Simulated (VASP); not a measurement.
# Ca (Fm-3m) in VASP: further runs

Runs on Ca. Level: PBE. Tasks: single point.

Everything below comes from runs of VASP 6.6.1. Logs are shortened: lines on timing, memory, paths and dates and some standing lists are left out, and cuts for length are marked.

## Step 1: The cell of the first run

It takes space group Fm-3m (No. 225, cubic). The conventional cell has a = 5.588 Å, b = 5.588 Å, c = 5.588 Å, α = 90.00°, β = 90.00°, γ = 90.00°. Within 5.2 Å of Ca (site symmetry m-3m) lie 12 Ca at 3.95 Å.

## Step 2: Single point, PBE

Contents of INCAR:

```
PREC = Accurate
ENCUT = 520
EDIFF = 1E-7
ISMEAR = 0
SIGMA = 0.15
LREAL = F
LASPH = T
NELM = 80
ALGO = Fast
ISIF = 2
LWAVE = F
LCHARG = F
GGA = PE
NBANDS = 11
```

Contents of KPOINTS:

```
regular mesh
0
Gamma
  14 14 14
```

Contents of POSCAR:

```
Ca
1.0
    0.0000000000      2.7942000000      2.7942000000
    2.7942000000      0.0000000000      2.7942000000
    2.7942000000      2.7942000000      0.0000000000
Ca
1
Direct
    0.0000000000      0.0000000000      0.0000000000
```

Potentials or basis: VASP PAW PBE potentials, release 64 (Ca_sv).

On the command line:

```console
cat potpaw_PBE.64/Ca_sv/POTCAR > POTCAR
mpirun -np 1 vasp_std > vasp.out
```

OUTCAR:

```text
PREC = Accurate
   ENCUT = 520
   EDIFF = 1E-7
   ISMEAR = 0
   LREAL = F
   LASPH = T
   NELM = 80
   ISIF = 2
   GGA = PE

 ion  position               nearest neighbor table
   1  0.000  0.000  0.000-

  LATTYP: Found a face centered cubic cell.
 ALAT       =     5.5884000000

  Lattice vectors:

 A1 = (   0.0000000000,   2.7942000000,   2.7942000000)
 A2 = (   2.7942000000,   0.0000000000,   2.7942000000)
 A3 = (   2.7942000000,   2.7942000000,   0.0000000000)

Analysis of symmetry for initial positions (statically):
=====================================================================
 Subroutine PRICEL returns:
 Original cell was already a primitive cell.

 Routine SETGRP: Setting up the symmetry group for a
 face centered cubic supercell.

 Subroutine GETGRP returns: Found 48 space group operations
 (whereof 48 operations were pure point group operations)
 out of a pool of 48 trial point group operations.

The static configuration has the point symmetry O_h .

Analysis of symmetry for dynamics (positions and initial velocities):
=====================================================================
 Subroutine PRICEL returns:
 Original cell was already a primitive cell.

 Routine SETGRP: Setting up the symmetry group for a
 face centered cubic supercell.

 Subroutine GETGRP returns: Found 48 space group operations
 (whereof 48 operations were pure point group operations)
 out of a pool of 48 trial point group operations.

The dynamic configuration has the point symmetry O_h .

 Subroutine INISYM returns: Found 48 space group operations
 (whereof 48 operations are pure point group operations),
 and found     1 'primitive' translations

----------------------------------------------------------------------------------------

                                     Primitive cell

  volume of cell :      43.6317

  direct lattice vectors                    reciprocal lattice vectors
     0.000000000  2.794200000  2.794200000    -0.178942094  0.178942094  0.178942094
     2.794200000  0.000000000  2.794200000     0.178942094 -0.178942094  0.178942094
     2.794200000  2.794200000  0.000000000     0.178942094  0.178942094 -0.178942094

  length of vectors
     3.951595536  3.951595536  3.951595536     0.309936799  0.309936799  0.309936799

  position of ions in fractional coordinates (direct lattice)
     0.000000000  0.000000000  0.000000000

  ion indices of the primitive-cell ions
   primitive index   ion index
                 1           1
[... 74 lines left out ...]
   EDIFFG = 0.1E-05   stopping-criterion for IOM
   NSW    =      0    number of steps for IOM
   IBRION =     -1    ionic relax: 0-MD 1-quasi-New 2-CG
   NFREE  =      0    steps in history (QN), initial steepest desc. (CG)
   ISIF   =      2    stress and relaxation
   ISYM   =      2    0-nonsym 1-usesym 2-fastsym
   POTIM  = 0.5000    time-step for ionic-motion
   TEBEG  =    0.0;   TEEND  =   0.0 temperature during run
   PSTRESS=    0.0 pullay stress
   NELECT =      10.0000    total number of electrons
   NUPDOWN=      -1.0000    fix difference up-down
   EMIN   =  10.00;   EMAX   =-10.00  energy-range for DOS
   EFERMI =   0.00;   METHOD = LEGACY
   ISMEAR =     0;   SIGMA  =   0.15  broadening in eV -4-tet -1-fermi 0-gaus
   EFERMI_NEDOS =   21; number of points for ismear=-14 and -15
   IALGO  =     68    algorithm
   IMIX   =      4    mixing-type and parameters
     AMIX     =   0.40;   BMIX     =  1.00
     AMIX_MAG =   1.60;   BMIX_MAG =  1.00
  volume/ion in A,a.u.               =      43.63       294.44
  Fermi-wavevector in a.u.,A,eV,Ry     =   1.001861  1.893242 13.656506  1.003725
  Thomas-Fermi vector in A             =   2.134310
   LORBIT       =      0    0 simple, 1 ext, 2 COOP (PROOUT), +10 PAW based schemes
   GGA     = PE    functional components
   LHFCALC =     F    Hartree Fock is set to
   AEXX    =    0.0000 exact exchange contribution
   IVDW    =     0    specifies the selected vdW correction
   LEPSILON=     F    determine dielectric tensor
   LRPA    =     F    only Hartree local field effects (RPA)
 non-spin polarized calculation
 RMM-DIIS sequential band-by-band and
 Gauss-broadening in eV      SIGMA  =   0.15
  energy-cutoff  :      520.00
  volume of cell :       43.63
 maximum number of plane-waves:      1211
 NGX is ok and might be reduce to    30
   NGX = 15   NGY = 15   NGZ = 15

 number of electron      10.0000000 magnetization

 number of electron       9.9999997 magnetization

 Free energy of the ion-electron system (eV)
  ---------------------------------------------------
  ext. energy  EPLUGINS =         0.00000000
  ---------------------------------------------------
  free energy    TOTEN  =        -1.93526988 eV

  energy without entropy =       -1.92049330  energy(sigma->0) =       -1.92788159

 E-fermi :   1.8275     XC(G=0):  -7.6333

 val. band max:        1.8161217079   @ k =  -0.3571   0.4286   0.0714
 cond. band min:       1.8594768993   @ k =  -0.3571   0.3571   0.0000
 fundamental gap:      0.0433551914
 Fermi energy:         1.8274689509

 k-point     1 :       0.0000    0.0000    0.0000
  band No.  band energies     occupation
      1     -40.2652      2.00000
      2     -21.1860      2.00000
      3     -21.1860      2.00000
      4     -21.1860      2.00000
      5      -2.1365      2.00000
      6       4.1215      0.00000
      7       4.1215      0.00000
      8       4.1215      0.00000
      9       5.1497      0.00000
     10       5.1497      0.00000
     11      10.8039      0.00000
[... 309 lines left out ...]
 k-point    24 :       0.2857    0.1429    0.0000
  band No.  band energies     occupation
      1     -40.2583      2.00000
      2     -21.2466      2.00000
      3     -21.2029      2.00000
      4     -21.2016      2.00000
      5      -0.9524      2.00000
      6       3.1913      0.00000
      7       4.0927      0.00000
      8       4.4213      0.00000
      9       4.8383      0.00000
     10       5.4380      0.00000
     11       9.3113      0.00000

 [... further k-points ...]
[... 5 lines left out ...]
  --------------------------------------------------------------------------------------
  -------------------------------------------------------------------------------------
  Total       -0.1481478     -0.1481478     -0.1481478      0.0000000      0.0000000      0.0000000
  in kB       -5.4400571     -5.4400571     -5.4400571      0.0000000      0.0000000      0.0000000
  external PRESSURE =      -5.4400571 kB  Pullay stress =       0.0000000 kB

 VOLUME and BASIS-vectors are now :
 -----------------------------------------------------------------------------
  energy-cutoff  :      520.00
  volume of cell :       43.63
      direct lattice vectors                 reciprocal lattice vectors
     0.000000000  2.794200000  2.794200000    -0.178942094  0.178942094  0.178942094
     2.794200000  0.000000000  2.794200000     0.178942094 -0.178942094  0.178942094
     2.794200000  2.794200000  0.000000000     0.178942094  0.178942094 -0.178942094

 POSITION                                       TOTAL-FORCE (eV/Angst)
 -----------------------------------------------------------------------------------
      0.00000      0.00000      0.00000         0.000000      0.000000      0.000000
 -----------------------------------------------------------------------------------
    total drift:                               -0.000000     -0.000000     -0.000000

  FREE ENERGIE OF THE ION-ELECTRON SYSTEM (eV)
  ---------------------------------------------------
  free  energy   TOTEN  =        -1.9352698839 eV

  energy  without entropy=       -1.9204932992  energy(sigma->0) =       -1.92788159
```

It took 58 s on 1 thread of AMD EPYC 7R43 (Zen 3), shared host; peak memory 0.16 GiB.

What came out:

```yaml
Free_energy: -1.9353 eV
Pressure: -0.5 GPa
Band_gap_on_the_k_mesh: zero (band 5 reaches 2.00 eV, above the bottom of band 6 at 1.65 eV)
```

## Step 3: Single point, PBE

Contents of INCAR:

```
  PREC = Accurate
  ENCUT = 520
  EDIFF = 1E-6
  ISMEAR = 0
  SIGMA = 0.15
  LREAL = False
  LASPH = True
  NELM = 80
  ALGO = Normal
  ISIF = 2
  LWAVE = False
  LCHARG = False
  GGA = PE
  NBANDS = 11
```

Contents of KPOINTS:

```
regular mesh
0
Gamma
  16 16 16
```

POSCAR is that of step 2.

Potentials or basis: VASP PAW PBE potentials, release 64 (Ca_sv).

On the command line:

```console
cat potpaw_PBE.64/Ca_sv/POTCAR > POTCAR
mpirun -np 1 vasp_std > vasp.out
```

OUTCAR:

```text
PREC = Accurate
   ENCUT = 520
   EDIFF = 1E-6
   ISMEAR = 0
   LREAL = False
   LASPH = True
   NELM = 80
   ISIF = 2
   GGA = PE

 ion  position               nearest neighbor table
   1  0.000  0.000  0.000-

  LATTYP: Found a face centered cubic cell.
 ALAT       =     5.5884000000

  Lattice vectors:

 A1 = (   0.0000000000,   2.7942000000,   2.7942000000)
 A2 = (   2.7942000000,   0.0000000000,   2.7942000000)
 A3 = (   2.7942000000,   2.7942000000,   0.0000000000)

Analysis of symmetry for initial positions (statically):
=====================================================================
 Subroutine PRICEL returns:
 Original cell was already a primitive cell.

 Routine SETGRP: Setting up the symmetry group for a
 face centered cubic supercell.

 Subroutine GETGRP returns: Found 48 space group operations
 (whereof 48 operations were pure point group operations)
 out of a pool of 48 trial point group operations.

The static configuration has the point symmetry O_h .

Analysis of symmetry for dynamics (positions and initial velocities):
=====================================================================
 Subroutine PRICEL returns:
 Original cell was already a primitive cell.

 Routine SETGRP: Setting up the symmetry group for a
 face centered cubic supercell.

 Subroutine GETGRP returns: Found 48 space group operations
 (whereof 48 operations were pure point group operations)
 out of a pool of 48 trial point group operations.

The dynamic configuration has the point symmetry O_h .

 Subroutine INISYM returns: Found 48 space group operations
 (whereof 48 operations are pure point group operations),
 and found     1 'primitive' translations

----------------------------------------------------------------------------------------

                                     Primitive cell

  volume of cell :      43.6317

  direct lattice vectors                    reciprocal lattice vectors
     0.000000000  2.794200000  2.794200000    -0.178942094  0.178942094  0.178942094
     2.794200000  0.000000000  2.794200000     0.178942094 -0.178942094  0.178942094
     2.794200000  2.794200000  0.000000000     0.178942094  0.178942094 -0.178942094

  length of vectors
     3.951595536  3.951595536  3.951595536     0.309936799  0.309936799  0.309936799

  position of ions in fractional coordinates (direct lattice)
     0.000000000  0.000000000  0.000000000

  ion indices of the primitive-cell ions
   primitive index   ion index
                 1           1

----------------------------------------------------------------------------------------

 KPOINTS: regular mesh

Automatic generation of k-mesh.
 Grid dimensions read from file:
 generate k-points for:   16   16   16

 Generating k-lattice:

  Cartesian coordinates                     Fractional coordinates (reciprocal lattice)
    -0.011183881  0.011183881  0.011183881     0.062500000  0.000000000  0.000000000
     0.011183881 -0.011183881  0.011183881     0.000000000  0.062500000  0.000000000
     0.011183881  0.011183881 -0.011183881     0.000000000  0.000000000  0.062500000

  Length of vectors
     0.019371050  0.019371050  0.019371050

  Shift w.r.t. Gamma in fractional coordinates (k-lattice)
     0.000000000  0.000000000  0.000000000

 Subroutine IBZKPT returns following result:
 ===========================================

 Found    145 irreducible k-points:

 Following reciprocal coordinates:
            Coordinates               Weight
  0.000000  0.000000  0.000000      1.000000
  0.062500  0.000000  0.000000      8.000000
  0.125000  0.000000  0.000000      8.000000
  0.187500  0.000000  0.000000      8.000000
  0.250000  0.000000  0.000000      8.000000
  0.312500  0.000000  0.000000      8.000000
[... 16 lines left out ...]
 -0.125000  0.062500  0.000000     24.000000
 -0.062500  0.062500  0.000000     12.000000
 [... further k-points ...]
   k-points           NKPTS =    145   k-points in BZ     NKDIM =    145   number of bands    NBANDS=     11
   number of dos      NEDOS =    301   number of ions     NIONS =      1
   total plane-waves  NPLWV =  27000
   dimension x,y,z NGX =    30 NGY =   30 NGZ =   30
   dimension x,y,z NGXF=    60 NGYF=   60 NGZF=   60
   ions per type =               1
   NGX,Y,Z   is equivalent  to a cutoff of  12.62, 12.62, 12.62 a.u.
   NGXF,Y,Z  is equivalent  to a cutoff of  25.24, 25.24, 25.24 a.u.
 SYSTEM =  unknown system
   PREC   = accura    normal or accurate (medium, high low for compatibility)
   ISTART =      0    job   : 0-new  1-cont  2-samecut
   ICHARG =      2    charge: 1-file 2-atom 10-const
   ISPIN  =      1    spin polarized calculation?
   LNONCOLLINEAR =      F non collinear calculations
   LSORBIT =      F    spin-orbit coupling
   LASPH  =      T    aspherical Exc in radial PAW
   ENCUT  =  520.0 eV  38.22 Ry    6.18 a.u.   7.35  7.35  7.35*2*pi/ulx,y,z
   NELM   =     80;   NELMIN=  2; NELMDL= -5     # of ELM steps
   EDIFF  = 0.1E-05   stopping-criterion for ELM
   LREAL  =      F    real-space projection
   EDIFFG = 0.1E-04   stopping-criterion for IOM
   NSW    =      0    number of steps for IOM
   IBRION =     -1    ionic relax: 0-MD 1-quasi-New 2-CG
   NFREE  =      0    steps in history (QN), initial steepest desc. (CG)
   ISIF   =      2    stress and relaxation
   ISYM   =      2    0-nonsym 1-usesym 2-fastsym
   POTIM  = 0.5000    time-step for ionic-motion
   TEBEG  =    0.0;   TEEND  =   0.0 temperature during run
   PSTRESS=    0.0 pullay stress
   NELECT =      10.0000    total number of electrons
   NUPDOWN=      -1.0000    fix difference up-down
   EMIN   =  10.00;   EMAX   =-10.00  energy-range for DOS
   EFERMI =   0.00;   METHOD = LEGACY
   ISMEAR =     0;   SIGMA  =   0.15  broadening in eV -4-tet -1-fermi 0-gaus
   EFERMI_NEDOS =   21; number of points for ismear=-14 and -15
   IALGO  =     38    algorithm
   IMIX   =      4    mixing-type and parameters
     AMIX     =   0.40;   BMIX     =  1.00
     AMIX_MAG =   1.60;   BMIX_MAG =  1.00
  volume/ion in A,a.u.               =      43.63       294.44
  Fermi-wavevector in a.u.,A,eV,Ry     =   1.001861  1.893242 13.656506  1.003725
  Thomas-Fermi vector in A             =   2.134310
   LORBIT       =      0    0 simple, 1 ext, 2 COOP (PROOUT), +10 PAW based schemes
   GGA     = PE    functional components
   LHFCALC =     F    Hartree Fock is set to
   AEXX    =    0.0000 exact exchange contribution
   IVDW    =     0    specifies the selected vdW correction
   LEPSILON=     F    determine dielectric tensor
   LRPA    =     F    only Hartree local field effects (RPA)
 non-spin polarized calculation
 Gauss-broadening in eV      SIGMA  =   0.15
  energy-cutoff  :      520.00
  volume of cell :       43.63
 maximum number of plane-waves:      1211
 NGX is ok and might be reduce to    30
   NGX = 15   NGY = 15   NGZ = 15

 number of electron      10.0000000 magnetization

 number of electron       9.9999997 magnetization

 Free energy of the ion-electron system (eV)
  ---------------------------------------------------
  ext. energy  EPLUGINS =         0.00000000
  ---------------------------------------------------
  free energy    TOTEN  =        -1.93488986 eV

  energy without entropy =       -1.91923087  energy(sigma->0) =       -1.92706037

 E-fermi :   1.8308     XC(G=0):  -7.6333

 val. band max:        1.8175850425   @ k =  -0.4375   0.0625   0.0000
 cond. band min:       1.8366864802   @ k =  -0.3125   0.3750   0.1250
 fundamental gap:      0.0191014376
 Fermi energy:         1.8307931749

 k-point     1 :       0.0000    0.0000    0.0000
  band No.  band energies     occupation
      1     -40.2647      2.00000
      2     -21.1855      2.00000
      3     -21.1855      2.00000
      4     -21.1855      2.00000
      5      -2.1365      2.00000
      6       4.1217      0.00000
      7       4.1217      0.00000
      8       4.1217      0.00000
      9       5.1499      0.00000
     10       5.1499      0.00000
     11      10.8041      0.00000

 k-point     2 :       0.0625    0.0000    0.0000
  band No.  band energies     occupation
      1     -40.2643      2.00000
      2     -21.1902      2.00000
      3     -21.1862      2.00000
      4     -21.1862      2.00000
      5      -2.0714      2.00000
      6       4.0513      0.00000
      7       4.1469      0.00000
      8       4.1469      0.00000
      9       5.1279      0.00000
     10       5.1279      0.00000
     11      10.8819      0.00000
[... 295 lines left out ...]
 k-point    24 :      -0.0625    0.0625    0.0000
  band No.  band energies     occupation
      1     -40.2635      2.00000
      2     -21.1969      2.00000
      3     -21.1890      2.00000
      4     -21.1864      2.00000
      5      -1.9636      2.00000
      6       3.9447      0.00000
      7       4.1753      0.00000
      8       4.1922      0.00000
      9       5.0414      0.00000
     10       5.1501      0.00000
     11      10.9829      0.00000

 [... further k-points ...]
[... 5 lines left out ...]
  --------------------------------------------------------------------------------------
  -------------------------------------------------------------------------------------
  Total       -0.1524162     -0.1524162     -0.1524162     -0.0000000     -0.0000000      0.0000000
  in kB       -5.5967922     -5.5967922     -5.5967922     -0.0000000     -0.0000000      0.0000000
  external PRESSURE =      -5.5967922 kB  Pullay stress =       0.0000000 kB

 VOLUME and BASIS-vectors are now :
 -----------------------------------------------------------------------------
  energy-cutoff  :      520.00
  volume of cell :       43.63
      direct lattice vectors                 reciprocal lattice vectors
     0.000000000  2.794200000  2.794200000    -0.178942094  0.178942094  0.178942094
     2.794200000  0.000000000  2.794200000     0.178942094 -0.178942094  0.178942094
     2.794200000  2.794200000  0.000000000     0.178942094  0.178942094 -0.178942094

 POSITION                                       TOTAL-FORCE (eV/Angst)
 -----------------------------------------------------------------------------------
      0.00000      0.00000      0.00000         0.000000      0.000000      0.000000
 -----------------------------------------------------------------------------------
    total drift:                               -0.000000     -0.000000     -0.000000

  FREE ENERGIE OF THE ION-ELECTRON SYSTEM (eV)
  ---------------------------------------------------
  free  energy   TOTEN  =        -1.9348898628 eV

  energy  without entropy=       -1.9192308683  energy(sigma->0) =       -1.92706037
```

OSZICAR:

```text
N       E                     dE             d eps       ncg     rms          rms(c)
DAV:   1     0.659847529721E+02    0.65985E+02   -0.49337E+03  3190   0.812E+02
DAV:   2    -0.406244236076E+00   -0.66391E+02   -0.65814E+02  3502   0.208E+02
DAV:   3    -0.185788149517E+01   -0.14516E+01   -0.14337E+01  4728   0.301E+01
DAV:   4    -0.194173272840E+01   -0.83851E-01   -0.83498E-01  4132   0.550E+00
DAV:   5    -0.194306100357E+01   -0.13283E-02   -0.13281E-02  4459   0.664E-01    0.223E+00
DAV:   6    -0.193677681879E+01    0.62842E-02   -0.10976E-02  3930   0.114E+00    0.136E+00
DAV:   7    -0.193530037847E+01    0.14764E-02   -0.16607E-02  3548   0.150E+00    0.102E-01
DAV:   8    -0.193487624861E+01    0.42413E-03   -0.19118E-03  3734   0.411E-01    0.228E-02
DAV:   9    -0.193488909677E+01   -0.12848E-04   -0.94485E-05  4173   0.813E-02    0.810E-03
DAV:  10    -0.193488986279E+01   -0.76602E-06   -0.76227E-06  4754   0.213E-02
   1 F= -.19348899E+01 E0= -.19270604E+01  d E =-.156590E-01
```

stdout:

```text
POSCAR found type information on POSCAR Ca
 POSCAR found :  1 types and       1 ions
 scaLAPACK will be used
 LDA part: xc-table for (Slater+PW92), standard interpolation
 POSCAR, INCAR and KPOINTS ok, starting setup
 FFT: planning ... GRIDC
 FFT: planning ... GRID_SOFT
 FFT: planning ... GRID
 WAVECAR not read
 entering main loop
```

Run time: 48 s. Hardware: 1 thread of AMD EPYC 7R43 (Zen 3), shared host; peak memory 0.17 GiB.

What came out:

```yaml
Free_energy: -1.9349 eV
Pressure: -0.6 GPa
Band_gap_on_the_k_mesh: zero (band 5 reaches 2.05 eV, above the bottom of band 6 at 1.65 eV)
```
